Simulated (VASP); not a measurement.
Set up this calculation in VASP 6.6.1, as the native input.

* Task: single point
* Functional: PBEsol
* Potentials or basis: VASP PAW PBE potentials, release 64 (Hg, Te)
* Cutoff: 520 eV
* k mesh: 6 × 6 × 6
* Occupations: fermi-dirac, width 0.05 eV
* Spin: no spin polarisation
* Dipole correction: no
* Further INCAR settings: ALGO = Normal; EDIFF = 1e-06; NBANDS = 16

The structure of HgTe (Coloradoite) lies in POSCAR:

```
HgTe
1.0
    0.0000000000      3.2145000000      3.1502100000
    3.2145000000      0.0000000000      3.1502100000
    3.2145000000      3.2145000000      0.0000000000
Hg Te
1 1
Direct
    0.0000000000      0.0000000000      0.0000000000
    0.7500000000      0.7500000000      0.7500000000
```

These files were run (other wordings do the same):

INCAR

```
  PREC = Accurate
  ENCUT = 520
  EDIFF = 1E-6
  ISMEAR = -1
  SIGMA = 0.05
  LREAL = F
  LASPH = T
  NELM = 60
  ALGO = Normal
  ISIF = 2
  LWAVE = F
  LCHARG = T
  GGA = PS
  LELF = T
  LVHAR = T
  NBANDS = 16
```

KPOINTS

```
regular mesh
0
Gamma
  6 6 6
```

Potentials or basis: VASP PAW PBE potentials, release 64 (Hg, Te).

The run is started by

```console
$ cat potpaw_PBE.64/Hg/POTCAR potpaw_PBE.64/Te/POTCAR > POTCAR
$ mpirun -np 1 vasp_std > vasp.out
```

It gave:

```json
{
  "Pressure": "3.0 GPa",
  "Band gap on the k mesh": "0.07 eV, direct"
}
```

Caveat: the PAW data sets were made with another functional, which shifts forces and pressure a little; spin-orbit coupling is left out, which moves the levels of the heavy elements.

It took 31 s on 1 thread of Intel(R) Xeon(R) Platinum 8259CL CPU @ 2.50GHz (Skylake/Cascade Lake) (shared host), peak memory 0.21 GiB.
